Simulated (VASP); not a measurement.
Input of a VASP 6.6.1 run:

File POSCAR:

```
Zn2C
1.0
    0.0000000000      2.6042747125      2.6042747125
    2.6042747125      0.0000000000      2.6042747125
    2.6042747125      2.6042747125      0.0000000000
C Zn
1 2
Direct
    0.0000000000      0.0000000000      0.0000000000
    0.2500000000      0.2500000000      0.2500000000
    0.7500000000      0.7500000000      0.7500000000
```

INCAR.step1

```
SYSTEM = Zn2C
ALGO = Normal ; EDIFF = 1E-4
ENCUT = 600 ; GGA = PE
ISMEAR = -1 ; LASPH = .TRUE.
LCHARG = .FALSE. ; LREAL = .FALSE.
LWAVE = .TRUE. ; NELM = 60
PREC = Accurate ; SIGMA = 0.02
```

Contents of INCAR.step2:

```
SYSTEM = Zn2C
ALGO = Normal ; EDIFF = 1E-6
EDIFFG = -0.005 ; ENCUT = 600
IBRION = 2 ; ISIF = 3
ISMEAR = -1 ; ISTART = 1
LASPH = .TRUE. ; LCHARG = .FALSE.
LMIXTAU = .TRUE. ; LREAL = .FALSE.
LWAVE = .FALSE. ; METAGGA = R2SCAN
NELM = 60 ; NSW = 80
PREC = Accurate ; SIGMA = 0.02
```

KPOINTS

```
k-points
0
G
  8 8 8
  0 0 0
```

Potentials or basis: VASP PAW PBE potentials, release 64 (C, Zn).

Command:

```sh
$ cat potpaw_PBE.64/C/POTCAR potpaw_PBE.64/Zn/POTCAR > POTCAR
$ cp INCAR.step1 INCAR
$ mpirun -np 1 vasp_std > vasp.out
$ cp INCAR.step2 INCAR
$ mpirun -np 1 vasp_std > vasp.out
```

Task: Predict the relaxed volume.

Result: 11.46 Å³/atom.

Task: What does it give for the relaxed cell?

Result: a = 3.650 Å, b = 3.650 Å, c = 3.650 Å, α = 60.00°, β = 60.00°, γ = 60.00°.

Final structure:
```
CELL_PARAMETERS angstrom
0.00000 2.58064 2.58064
2.58064 0.00000 2.58064
2.58064 2.58064 0.00000
ATOMIC_POSITIONS crystal
C 0.00000 0.00000 0.00000
Zn 0.25000 0.25000 0.25000
Zn 0.75000 0.75000 0.75000
```

Caveat: the PAW data sets were made with another functional, which shifts forces and pressure a little.
